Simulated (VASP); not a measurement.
Crystal: Si2C.

```
CELL_PARAMETERS angstrom
2.81560 0.00000 0.00000
-1.40780 2.43838 0.00000
0.00000 0.00000 12.58650
ATOMIC_POSITIONS crystal
Si 0.33333 0.66667 0.66667
Si 0.33333 0.66667 0.33333
Si 0.66667 0.33333 0.66667
Si 0.66667 0.33333 0.33333
C 0.33333 0.66667 0.00000
C 0.66667 0.33333 0.00000
```

```yaml
Program: VASP 6.6.1
Task: relaxation of cell and atoms
Functional: PBE
Potentials_or_basis: VASP PAW PBE potentials, release 64 (Si, C_h)
Cutoff: 1300 eV
k_mesh: 6 × 6 × 2
Occupations: gaussian, width 0.1 eV
Spin: no spin polarisation
```

At the start: pressure 164.7 GPa; volume 14.40 Å³/atom.

How do energy, volume and symmetry change on relaxing?

Over 43 steps the energy falls by 5959.5 meV/atom and the volume is 17.21 Å³/atom (+19.5 %); space group P6/mmm (No. 191, to 0.1 Å) before and after.

The path:
| step | energy change (eV) | largest force (eV/Å) | pressure (GPa) | volume (Å³) |
| --- | --- | --- | --- | --- |
| 1 | 0.0000 | 0.0126 | 164.68 | 86.41 |
| 3 | -16.5602 | 0.1787 | -8.23 | 320.50 |
| 5 | -29.1012 | 0.0562 | -7.70 | 169.44 |
| 7 | -29.8058 | 0.0350 | -2.79 | 155.35 |
| 9 | -29.8703 | 0.0311 | -0.48 | 150.97 |
| 11 | -29.8719 | 0.0311 | -0.02 | 149.97 |
| 13 | -29.8756 | 0.0351 | -0.01 | 148.49 |
| 15 | -29.8986 | 0.0676 | -0.03 | 141.81 |
| 17 | -30.3289 | 0.3645 | 1.00 | 115.11 |
| 19 | -30.8542 | 0.7623 | 68.80 | 68.29 |
| 21 | -33.6005 | 1.9896 | 24.65 | 78.28 |
| 23 | -33.9797 | 1.9749 | 19.80 | 80.20 |
| 25 | -34.9931 | 1.7934 | 5.46 | 88.15 |
| 27 | -35.2779 | 1.3892 | -4.10 | 97.02 |
| 29 | -35.3481 | 1.2376 | -2.55 | 95.69 |
| 31 | -35.4462 | 0.6509 | 6.55 | 93.09 |
| 33 | -35.5355 | 0.1756 | 2.68 | 94.02 |
| 35 | -35.6182 | 0.2107 | -0.55 | 98.07 |
| 37 | -35.6429 | 0.2599 | -2.81 | 101.78 |
| 39 | -35.7321 | 0.0052 | -0.97 | 102.29 |
| 41 | -35.7533 | 0.1491 | 0.86 | 102.62 |
| 43 | -35.7569 | 0.0105 | 0.06 | 103.28 |

Final structure:
```
Si C
1.0
     4.01996    0.00000    0.00000
    -2.00998    3.48138    0.00000
     0.00000    0.00000    7.37990
Si C
4 2
Direct
  0.33333 0.66667 0.74181
  0.33333 0.66667 0.25819
  0.66667 0.33333 0.74181
  0.66667 0.33333 0.25819
  0.33333 0.66667 0.00000
  0.66667 0.33333 0.00000
```

Caveat: the k points lie up to 0.43 Å⁻¹ apart in the final cell, too coarse for converged energies and pressures of a metal; the volume moved by over 15 % at a fixed basis, so the end points are rough.
